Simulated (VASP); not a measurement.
# Nb2B (P6_3/mmc) in VASP: notebook

Nb2B is run at these levels: PBE; tasks: single point.

Program: VASP 6.6.1. These are calculated values, not measurements. Logs are shortened: lines on timing, memory, paths and dates and some standing lists are left out, and cuts for length are marked.

### Step 1. The cell of the first run

Symmetry: P6_3/mmc, No. 194, hexagonal system. The conventional cell has a = 4.312 Å, b = 4.312 Å, c = 5.150 Å, α = 90.00°, β = 90.00°, γ = 120.00°. Within 3.4 Å of Nb (site symmetry -3m) lie 8 Nb at 2.58 to 2.80 Å and 6 B at 2.80 Å. Within 3.3 Å of Nb (site symmetry -6m2) lie 5 B at 2.49 to 2.58 Å and 6 Nb at 2.80 Å. Within 3.3 Å of B (site symmetry -6m2) lie 11 Nb at 2.49 to 2.80 Å.

### Step 2. Single point, PBE

Input file INCAR:

```
PREC = Accurate
ENCUT = 520
EDIFF = 1E-6
ISMEAR = 0
SIGMA = 0.1
LREAL = F
LASPH = T
NELM = 80
ALGO = Normal
ISIF = 2
LWAVE = F
LCHARG = T
GGA = PE
LELF = T
LVHAR = T
NBANDS = 38
```

Input file KPOINTS:

```
Automatic mesh
0
Gamma
  6 6 4
```

Input file POSCAR:

```
Nb2B
1.0
    4.3122481400      0.0000000000      0.0000000000
   -2.1561240700      3.7345164400      0.0000000000
    0.0000000000      0.0000000000      5.1501283300
Nb B
4 2
Direct
    0.0000000000      0.0000000000      0.0000000000
    0.0000000000      0.0000000000      0.5000000000
    0.3333333300      0.6666666700      0.7500000000
    0.6666666700      0.3333333300      0.2500000000
    0.3333333300      0.6666666700      0.2500000000
    0.6666666700      0.3333333300      0.7500000000
```

Potentials or basis: VASP PAW PBE potentials, release 64 (Nb_sv, B).

Started as:

```sh
$ cat potpaw_PBE.64/Nb_sv/POTCAR potpaw_PBE.64/B/POTCAR > POTCAR
$ mpirun -np 1 vasp_std > vasp.out
```

OUTCAR:

```text
PREC = Accurate
   ENCUT = 520
   EDIFF = 1E-6
   ISMEAR = 0
   LREAL = F
   LASPH = T
   NELM = 80
   ISIF = 2
   GGA = PE

 ion  position               nearest neighbor table
   1  0.000  0.000  0.000-   2 2.58   2 2.58   4 2.80   3 2.80   4 2.80   3 2.80   4 2.80   3 2.80

   2  0.000  0.000  0.500-   1 2.58   1 2.58   4 2.80   3 2.80   4 2.80   3 2.80   4 2.80   3 2.80

   3  0.333  0.667  0.750-   6 2.49   6 2.49   6 2.49   5 2.58   5 2.58   1 2.80   2 2.80   2 2.80
                             1 2.80   2 2.80   1 2.80
   4  0.667  0.333  0.250-   5 2.49   5 2.49   5 2.49   6 2.58   6 2.58   1 2.80   2 2.80   1 2.80
                             2 2.80   1 2.80   2 2.80
   5  0.333  0.667  0.250-   4 2.49   4 2.49   4 2.49   3 2.58   3 2.58
   6  0.667  0.333  0.750-   3 2.49   3 2.49   3 2.49   4 2.58   4 2.58

  LATTYP: Found a hexagonal cell.
 ALAT       =     4.3122481400
 C/A-ratio  =     1.1943024063

  Lattice vectors:

 A1 = (   4.3122481400,   0.0000000000,   0.0000000000)
 A2 = (  -2.1561240700,   3.7345164400,   0.0000000000)
 A3 = (   0.0000000000,   0.0000000000,   5.1501283300)

Analysis of symmetry for initial positions (statically):
=====================================================================
 Subroutine PRICEL returns:
 Original cell was already a primitive cell.

 Routine SETGRP: Setting up the symmetry group for a
 hexagonal supercell.

 Subroutine GETGRP returns: Found 24 space group operations
 (whereof 12 operations were pure point group operations)
 out of a pool of 24 trial point group operations.

The static configuration has the point symmetry D_3d.
 The point group associated with its full space group is D_6h.

Analysis of symmetry for dynamics (positions and initial velocities):
=====================================================================
 Subroutine PRICEL returns:
 Original cell was already a primitive cell.

 Routine SETGRP: Setting up the symmetry group for a
 hexagonal supercell.

 Subroutine GETGRP returns: Found 24 space group operations
 (whereof 12 operations were pure point group operations)
 out of a pool of 24 trial point group operations.

The dynamic configuration has the point symmetry D_3d.
 The point group associated with its full space group is D_6h.

 Subroutine INISYM returns: Found 24 space group operations
 (whereof 12 operations are pure point group operations),
 and found     1 'primitive' translations

----------------------------------------------------------------------------------------

                                     Primitive cell

  volume of cell :      82.9385

  direct lattice vectors                    reciprocal lattice vectors
     4.312248140  0.000000000  0.000000000     0.231897601  0.133886142  0.000000000
    -2.156124070  3.734516440  0.000000000     0.000000000  0.267772285  0.000000000
     0.000000000  0.000000000  5.150128330     0.000000000  0.000000000  0.194169919

  length of vectors
     4.312248140  4.312248143  5.150128330     0.267772285  0.267772285  0.194169919

  position of ions in fractional coordinates (direct lattice)
     0.000000000  0.000000000  0.000000000
     0.000000000  0.000000000  0.500000000
     0.333333330  0.666666670  0.750000000
     0.666666670  0.333333330  0.250000000
     0.333333330  0.666666670  0.250000000
     0.666666670  0.333333330  0.750000000

  ion indices of the primitive-cell ions
   primitive index   ion index
                 1           1
                 2           2
                 3           3
                 4           4
                 5           5
                 6           6

----------------------------------------------------------------------------------------

 KPOINTS: Automatic mesh

Automatic generation of k-mesh.
 Grid dimensions read from file:
 generate k-points for:    6    6    4

 Generating k-lattice:

  Cartesian coordinates                     Fractional coordinates (reciprocal lattice)
     0.038649600  0.022314357  0.000000000     0.166666667  0.000000000  0.000000000
     0.000000000  0.044628714  0.000000000     0.000000000  0.166666667  0.000000000
     0.000000000  0.000000000  0.048542480     0.000000000  0.000000000  0.250000000

  Length of vectors
     0.044628714  0.044628714  0.048542480

  Shift w.r.t. Gamma in fractional coordinates (k-lattice)
     0.000000000  0.000000000  0.000000000

 Subroutine IBZKPT returns following result:
 ===========================================

 Found     21 irreducible k-points:

 Following reciprocal coordinates:
            Coordinates               Weight
  0.000000  0.000000  0.000000      1.000000
  0.166667  0.000000  0.000000      6.000000
  0.333333 -0.000000  0.000000      6.000000
  0.500000  0.000000  0.000000      3.000000
  0.166667  0.166667  0.000000      6.000000
  0.333333  0.166667  0.000000     12.000000
[... 13 lines left out ...]
  0.333333  0.166667  0.500000     12.000000
  0.333333  0.333333  0.500000      2.000000
   k-points           NKPTS =     21   k-points in BZ     NKDIM =     21   number of bands    NBANDS=     38
   number of dos      NEDOS =    301   number of ions     NIONS =      6
   total plane-waves  NPLWV =  40960
   dimension x,y,z NGX =    32 NGY =   32 NGZ =   40
   dimension x,y,z NGXF=    64 NGYF=   64 NGZF=   80
   ions per type =               4   2
   NGX,Y,Z   is equivalent  to a cutoff of  12.34, 12.34, 12.91 a.u.
   NGXF,Y,Z  is equivalent  to a cutoff of  24.67, 24.67, 25.82 a.u.
 SYSTEM =  unknown system
   PREC   = accura    normal or accurate (medium, high low for compatibility)
   ISTART =      0    job   : 0-new  1-cont  2-samecut
   ICHARG =      2    charge: 1-file 2-atom 10-const
   ISPIN  =      1    spin polarized calculation?
   LNONCOLLINEAR =      F non collinear calculations
   LSORBIT =      F    spin-orbit coupling
   LASPH  =      T    aspherical Exc in radial PAW
   ENCUT  =  520.0 eV  38.22 Ry    6.18 a.u.   8.02  8.02  9.58*2*pi/ulx,y,z
   NELM   =     80;   NELMIN=  2; NELMDL= -5     # of ELM steps
   EDIFF  = 0.1E-05   stopping-criterion for ELM
   LREAL  =      F    real-space projection
   EDIFFG = 0.1E-04   stopping-criterion for IOM
   NSW    =      0    number of steps for IOM
   IBRION =     -1    ionic relax: 0-MD 1-quasi-New 2-CG
   NFREE  =      0    steps in history (QN), initial steepest desc. (CG)
   ISIF   =      2    stress and relaxation
   ISYM   =      2    0-nonsym 1-usesym 2-fastsym
   POTIM  = 0.5000    time-step for ionic-motion
   TEBEG  =    0.0;   TEEND  =   0.0 temperature during run
   PSTRESS=    0.0 pullay stress
   NELECT =      58.0000    total number of electrons
   NUPDOWN=      -1.0000    fix difference up-down
   EMIN   =  10.00;   EMAX   =-10.00  energy-range for DOS
   EFERMI =   0.00;   METHOD = LEGACY
   ISMEAR =     0;   SIGMA  =   0.10  broadening in eV -4-tet -1-fermi 0-gaus
   EFERMI_NEDOS =   21; number of points for ismear=-14 and -15
   IALGO  =     38    algorithm
   IMIX   =      4    mixing-type and parameters
     AMIX     =   0.40;   BMIX     =  1.00
     AMIX_MAG =   1.60;   BMIX_MAG =  1.00
  volume/ion in A,a.u.               =      13.82        93.28
  Fermi-wavevector in a.u.,A,eV,Ry     =   1.453111  2.745982 28.729129  2.111531
  Thomas-Fermi vector in A             =   2.570415
   LORBIT       =      0    0 simple, 1 ext, 2 COOP (PROOUT), +10 PAW based schemes
   GGA     = PE    functional components
   LHFCALC =     F    Hartree Fock is set to
   AEXX    =    0.0000 exact exchange contribution
   IVDW    =     0    specifies the selected vdW correction
   LEPSILON=     F    determine dielectric tensor
   LRPA    =     F    only Hartree local field effects (RPA)
 non-spin polarized calculation
 Gauss-broadening in eV      SIGMA  =   0.10
  energy-cutoff  :      520.00
  volume of cell :       82.94
 maximum number of plane-waves:      2250
   NGX = 17   NGY = 17   NGZ = 19

 number of electron      57.9999998 magnetization

 Free energy of the ion-electron system (eV)
  ---------------------------------------------------
  ext. energy  EPLUGINS =         0.00000000
  ---------------------------------------------------
  free energy    TOTEN  =       -54.29876315 eV

  energy without entropy =      -54.28443192  energy(sigma->0) =      -54.29159754

 E-fermi :  11.3926     XC(G=0): -12.6483

 val. band max:       11.3238264361   @ k =   0.3333   0.1667   0.5000
 cond. band min:      11.4251333833   @ k =   0.5000   0.0000   0.0000
 fundamental gap:      0.1013069473
 Fermi energy:        11.3925684177

 k-point     1 :       0.0000    0.0000    0.0000
  band No.  band energies     occupation
      1     -43.5519      2.00000
      2     -43.4297      2.00000
      3     -43.0671      2.00000
      4     -42.8481      2.00000
      5     -20.2815      2.00000
      6     -19.9459      2.00000
[... 30 lines left out ...]
     37      15.5186      0.00000
     38      16.5288      0.00000

 k-point     2 :       0.1667    0.0000    0.0000
  band No.  band energies     occupation
      1     -43.5325      2.00000
      2     -43.4306      2.00000
      3     -43.0862      2.00000
      4     -42.8477      2.00000
      5     -20.3587      2.00000
      6     -19.9987      2.00000
[... 30 lines left out ...]
     37      15.5507      0.00000
     38      16.2200      0.00000

 k-point     3 :       0.3333   -0.0000    0.0000
  band No.  band energies     occupation
      1     -43.4863      2.00000
      2     -43.4339      2.00000
      3     -43.1303      2.00000
      4     -42.8470      2.00000
      5     -20.4811      2.00000
      6     -20.0838      2.00000
[... 30 lines left out ...]
     37      14.8917      0.00000
[... 658 lines left out ...]
 k-point    20 :       0.3333    0.1667    0.5000
  band No.  band energies     occupation
      1     -43.4444      2.00000
      2     -43.4444      2.00000
      3     -43.0077      2.00000
      4     -43.0077      2.00000
      5     -20.0188      2.00000
      6     -20.0188      2.00000
[... 30 lines left out ...]
     37      14.3914      0.00000
     38      14.3914      0.00000

 k-point    21 :       0.3333    0.3333    0.5000
  band No.  band energies     occupation
      1     -43.4392      2.00000
      2     -43.4392      2.00000
      3     -43.0129      2.00000
      4     -43.0129      2.00000
      5     -20.0834      2.00000
      6     -20.0834      2.00000
[... 30 lines left out ...]
     37      14.4850      0.00000
     38      14.4850      0.00000

------------------------ aborting loop because EDIFF is reached ----------------------------------------

  FORCE on cell =-STRESS in cart. coord.  units (eV):
  Direction    XX          YY          ZZ          XY          YZ          ZX
  --------------------------------------------------------------------------------------
  -------------------------------------------------------------------------------------
  Total        0.3231299      0.3231299      0.3083266     -0.0000000      0.0000000      0.0000000
  in kB        6.2421126      6.2421126      5.9561464     -0.0000000      0.0000000      0.0000000
  external PRESSURE =       6.1467905 kB  Pullay stress =       0.0000000 kB

 VOLUME and BASIS-vectors are now :
 -----------------------------------------------------------------------------
  energy-cutoff  :      520.00
  volume of cell :       82.94
      direct lattice vectors                 reciprocal lattice vectors
     4.312248140  0.000000000  0.000000000     0.231897601  0.133886142  0.000000000
    -2.156124070  3.734516440  0.000000000     0.000000000  0.267772285  0.000000000
     0.000000000  0.000000000  5.150128330     0.000000000  0.000000000  0.194169919

 POSITION                                       TOTAL-FORCE (eV/Angst)
 -----------------------------------------------------------------------------------
      0.00000      0.00000      0.00000         0.000000      0.000000      0.000000
      0.00000      0.00000      2.57506         0.000000      0.000000      0.000000
     -0.00000      2.48968      3.86260        -0.000000      0.000000      0.000000
      2.15612      1.24484      1.28753         0.000000     -0.000000      0.000000
     -0.00000      2.48968      1.28753         0.000000      0.000000      0.000000
      2.15612      1.24484      3.86260         0.000000     -0.000000      0.000000
 -----------------------------------------------------------------------------------
    total drift:                               -0.000017      0.000010      0.000000

  FREE ENERGIE OF THE ION-ELECTRON SYSTEM (eV)
  ---------------------------------------------------
  free  energy   TOTEN  =       -54.2987631543 eV

  energy  without entropy=      -54.2844319186  energy(sigma->0) =      -54.29159754
```

Wall time 62 s (1 thread of Intel Xeon Platinum 8488C (Sapphire Rapids), shared host); peak memory 0.21 GiB.

Results:

- Free energy: -54.2988 eV
- Pressure: 0.6 GPa
- Band gap on the k mesh: zero (band 29 reaches 12.77 eV, above the bottom of band 30 at 10.76 eV)

Levels at points of the mesh, in eV from the Fermi level:
```
           k point  band 27  band 28  band 29  band 30  band 31  band 32
(0.00, 0.00, 0.00)    -1.69    -1.69     1.38     1.38     1.57     1.77
(0.50, 0.00, 0.00)    -1.53    -1.26    -0.42     0.03     0.93     0.93
(0.00, 0.00, 0.50)    -1.85    -1.85     1.15     1.15     2.97     2.97
(0.50, 0.00, 0.50)    -1.42    -1.42     0.15     0.15     0.79     0.79
```

### Step 3. Single point, PBE

This run uses another cell than the first one, of 13.91 Å³/atom, 1.007 times its volume.

Input file INCAR:

```
SYSTEM = Nb2B
PREC = Accurate
ENCUT = 520
EDIFF = 1E-7
ISMEAR = 0
SIGMA = 0.1
LREAL = .FALSE.
LASPH = .TRUE.
NELM = 60
ALGO = Fast
ISIF = 2
LWAVE = .FALSE.
LCHARG = .FALSE.
GGA = PE
NBANDS = 38
```

Input file KPOINTS:

```
regular mesh
0
G
  12 12 8
  0 0 0
```

Input file POSCAR:

```
Nb2B
1.0
    4.3230068328      0.0000000000      0.0000000000
   -2.1615034164      3.7438337379      0.0000000000
    0.0000000000      0.0000000000      5.1581545398
Nb B
4 2
Direct
    0.0000000000      0.0000000000      0.0000000000
    0.0000000000      0.0000000000      0.5000000000
    0.3333333333      0.6666666667      0.7500000000
    0.6666666667      0.3333333333      0.2500000000
    0.3333333333      0.6666666667      0.2500000000
    0.6666666667      0.3333333333      0.7500000000
```

Potentials or basis: VASP PAW PBE potentials, release 64 (Nb_sv, B).

Started as:

```sh
$ cat potpaw_PBE.64/Nb_sv/POTCAR potpaw_PBE.64/B/POTCAR > POTCAR
$ mpirun -np 1 vasp_std > vasp.out
```

OUTCAR:

```text
SYSTEM = Nb2B
   PREC = Accurate
   ENCUT = 520
   EDIFF = 1E-7
   ISMEAR = 0
   LREAL = .FALSE.
   LASPH = .TRUE.
   NELM = 60
   ISIF = 2
   GGA = PE

 ion  position               nearest neighbor table
   1  0.000  0.000  0.000-   2 2.58   2 2.58   4 2.81   3 2.81   3 2.81   4 2.81   4 2.81   3 2.81

   2  0.000  0.000  0.500-   1 2.58   1 2.58   4 2.81   3 2.81   3 2.81   4 2.81   4 2.81   3 2.81

   3  0.333  0.667  0.750-   6 2.50   6 2.50   6 2.50   5 2.58   5 2.58   1 2.81   2 2.81   2 2.81
                             1 2.81   2 2.81   1 2.81
[... 1199 lines left out ...]
  Total       -0.1746142     -0.1746142     -0.1840297      0.0000000      0.0000000      0.0000000
  in kB       -3.3511454     -3.3511454     -3.5318446      0.0000000      0.0000000      0.0000000
  external PRESSURE =      -3.4113785 kB  Pullay stress =       0.0000000 kB

 VOLUME and BASIS-vectors are now :
 -----------------------------------------------------------------------------
  energy-cutoff  :      520.00
  volume of cell :       83.48
      direct lattice vectors                 reciprocal lattice vectors
     4.323006833  0.000000000  0.000000000     0.231320476  0.133552939  0.000000000
    -2.161503416  3.743833738  0.000000000     0.000000000  0.267105879  0.000000000
     0.000000000  0.000000000  5.158154540     0.000000000  0.000000000  0.193867786

 POSITION                                       TOTAL-FORCE (eV/Angst)
 -----------------------------------------------------------------------------------
      0.00000      0.00000      0.00000         0.000000      0.000000      0.000000
      0.00000      0.00000      2.57908         0.000000      0.000000      0.000000
     -0.00000      2.49589      3.86862        -0.000000      0.000000      0.000000
      2.16150      1.24794      1.28954         0.000000     -0.000000      0.000000
     -0.00000      2.49589      1.28954        -0.000000      0.000000      0.000000
      2.16150      1.24794      3.86862         0.000000      0.000000      0.000000
 -----------------------------------------------------------------------------------
    total drift:                                0.000000     -0.000000      0.000000

  FREE ENERGIE OF THE ION-ELECTRON SYSTEM (eV)
  ---------------------------------------------------
  free  energy   TOTEN  =       -54.2271113355 eV

  energy  without entropy=      -54.2035417626  energy(sigma->0) =      -54.21532655
```

stdout:

```text
POSCAR found type information on POSCAR NbB
[... 50 lines left out ...]
 num prob  num prob  num prob  num prob  num prob  num prob  num prob  num prob  num prob  num prob  num prob  num prob  num prob  num prob  num prob  num prob  num prob  num prob
```

It took 15 min on 1 thread of Intel Xeon Platinum 8488C (Sapphire Rapids), shared host; peak memory 0.36 GiB.

What came out:

```
Free energy            : -54.2271 eV
Pressure               : -0.3 GPa
Band gap on the k mesh : zero (band 29 reaches 12.66 eV, above the bottom of band 30 at 10.68 eV)
```
